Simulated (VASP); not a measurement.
A run of VASP 6.6.1:

INCAR

```
  PREC = Accurate
  ENCUT = 520
  EDIFF = 1E-7
  ISMEAR = 0
  SIGMA = 0.1
  LREAL = F
  LASPH = T
  NELM = 150
  ALGO = Normal
  ISIF = 2
  LWAVE = F
  LCHARG = F
  ISPIN = 2
  MAGMOM = 0 0 0 2
  LORBIT = 11
  LMAXMIX = 4
  GGA = PE
  NBANDS = 22
```

File KPOINTS:

```
Automatic mesh
0
Gamma
  12 12 12
```

The input POSCAR:

```
CoSi3
1.0
    0.0000000000      2.8037757560      2.8037757560
    2.8037757560      0.0000000000      2.8037757560
    2.8037757560      2.8037757560      0.0000000000
Si Co
3 1
Direct
    0.2500000000      0.2500000000      0.2500000000
    0.7500000000      0.7500000000      0.7500000000
    0.5000000000      0.5000000000      0.5000000000
    0.0000000000      0.0000000000      0.0000000000
```

Potentials or basis: VASP PAW PBE potentials, release 64 (Si, Co).

Launch:

```console
$ cat potpaw_PBE.64/Si/POTCAR potpaw_PBE.64/Co/POTCAR > POTCAR
$ mpirun -np 1 vasp_std > vasp.out
```

Hardware: 1 thread of Intel Xeon 8259CL, with other jobs on the host.

Q: Estimate the wall time of this run.

A: It took 4 min on 1 thread of Intel Xeon 8259CL, on a shared host, peak memory 0.26 GiB. Counts: scf iterations 17, k points 72.
